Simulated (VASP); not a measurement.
A run of VASP 6.6.1 is set up as follows.

INCAR

```
ALGO = Normal ; EDIFF = 1E-6
ENCUT = 520 ; GGA = PE
ISIF = 2 ; ISMEAR = 0
LASPH = T ; LCHARG = F
LREAL = F ; LWAVE = F
NBANDS = 24 ; NELM = 80
PREC = Accurate ; SIGMA = 0.01
```

The input KPOINTS:

```
k-points
0
Gamma
  6 6 4
```

POSCAR

```
CaSe
1.0
    4.1316821780      0.0000000000      0.0000000000
   -2.0658410890      3.5781417265      0.0000000000
    0.0000000000      0.0000000000      7.1625032105
Ca Se
2 2
Direct
    0.0000000000      0.0000000000      0.0000000000
    0.0000000000      0.0000000000      0.5000000000
    0.3333333333      0.6666666667      0.2500000000
    0.6666666667      0.3333333333      0.7500000000
```

Potentials or basis: VASP PAW PBE potentials, release 64 (Ca_sv, Se).

Launch:

```console
$ cat potpaw_PBE.64/Ca_sv/POTCAR potpaw_PBE.64/Se/POTCAR > POTCAR
$ mpirun -np 1 vasp_std > vasp.out
```

Problem. What does it give for the pressure?

Solution. 0.8 GPa.

Problem. Estimate the band gap on the k mesh.

Solution. 2.19 eV, indirect (least direct gap 2.43 eV).

Stress tensor (GPa, compression positive):
```
0.74 0.00 0.00
0.00 0.74 0.00
0.00 0.00 0.91
```

A k mesh can miss the band edges.
